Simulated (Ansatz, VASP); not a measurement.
# Zr2TiN3: VASP beside Ansatz

```xyz
6
Lattice="-1.5937 1.5937 6.7438 1.5937 -1.5937 6.7438 1.5937 1.5937 -6.7438" Properties=species:S:1:pos:R:3 pbc="T T T"
Zr    0.0000    0.0000   11.3168
Zr    0.0000    0.0000    2.1707
Ti    0.0000    0.0000    6.7438
N     0.0000    0.0000    8.9568
N     0.0000    0.0000    4.5307
N     0.0000    0.0000    0.0000
```

Alike in both runs: task single point; functional PBE; k mesh 8 × 8 × 8; occupations gaussian, width 0.1 eV; collinear spin.

|  | VASP | Ansatz |
| --- | --- | --- |
| version | VASP 6.6.1 | Ansatz 0.2.0 |
| potentials or method | VASP PAW PBE potentials, release 64 (Zr_sv, Ti_sv, N), cutoff 520 eV | scalar-relativistic, plane waves, PAW |
| valence electrons in the cell | 51 | 51 |

Ansatz gave:

- gap on the k mesh at the Fermi level (eV): none
- pressure (GPa): 0.0
- traceless stress, the component that is largest in VASP (GPa): -0.62
- rms of the force components (eV/Å): 0.014
- net moment per atom (μB): 0.00

**Question.** Estimate VASP's values.

**Answer.** gap on the k mesh at the Fermi level (eV): none; pressure (GPa): 0.3; traceless stress, the component that is largest in VASP (GPa): -0.60; rms of the force components (eV/Å): 0.014; net moment per atom (μB): 0.00.

Atom by atom the forces differ by 0.003 eV/Å (rms over components). A gap of «none» marks a metal or a gap that the smearing closes. Ansatz's warnings: seeded moment not kept.
